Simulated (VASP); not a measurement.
Crystal: CdTe3.

```xyz
4
Lattice="-3.2659 3.2659 2.9253 3.2659 -3.2659 2.9253 3.2659 3.2659 -2.9253" Properties=species:S:1:pos:R:3 pbc="T T T"
Cd    0.0000    0.0000    0.0000
Te    0.0000    3.2659    0.0000
Te    3.2659    0.0000    0.0000
Te    0.0000    0.0000    2.9253
```

The cell was generated, and may not be a known phase.

```yaml
Program: VASP 6.6.1
Task: relaxation of cell and atoms
Functional: PBE
Potentials_or_basis: VASP PAW PBE potentials, release 64 (Cd, Te)
Cutoff: 600 eV
k_mesh: 5 × 5 × 5
Occupations: gaussian, width 0.2 eV
Spin: no spin polarisation
```

At the start: pressure 0.4 GPa; volume 31.20 Å³/atom.

Q: Where does the relaxation end?

A: Over 7 steps the energy falls by 40.0 meV/atom and the volume is 30.78 Å³/atom (-1.3 %); space group I4/mmm (No. 139, to 0.1 Å) before, Im-3m (No. 229, to 0.1 Å).

The path:
```csv
step,energy change (eV),largest force (eV/Å),pressure (GPa),volume (Å³)
1,0.0000,0.0000,0.40,124.81
2,-0.1335,0.0000,-0.93,126.04
3,-0.1414,0.0000,-1.05,126.25
4,-0.1464,0.0000,-1.21,126.62
5,-0.1465,0.0000,-1.18,126.52
6,-0.1587,0.0000,0.41,122.05
7,-0.1602,0.0000,-0.01,123.13
```

Final structure:
```
Cd Te
1.0
    -3.13243    3.13243    3.13721
     3.13243   -3.13243    3.13721
     3.13243    3.13243   -3.13721
Cd Te
1 3
Direct
  0.00000 0.00000 0.00000
  0.50000 0.00000 0.50000
  0.00000 0.50000 0.50000
  0.50000 0.50000 0.00000
```
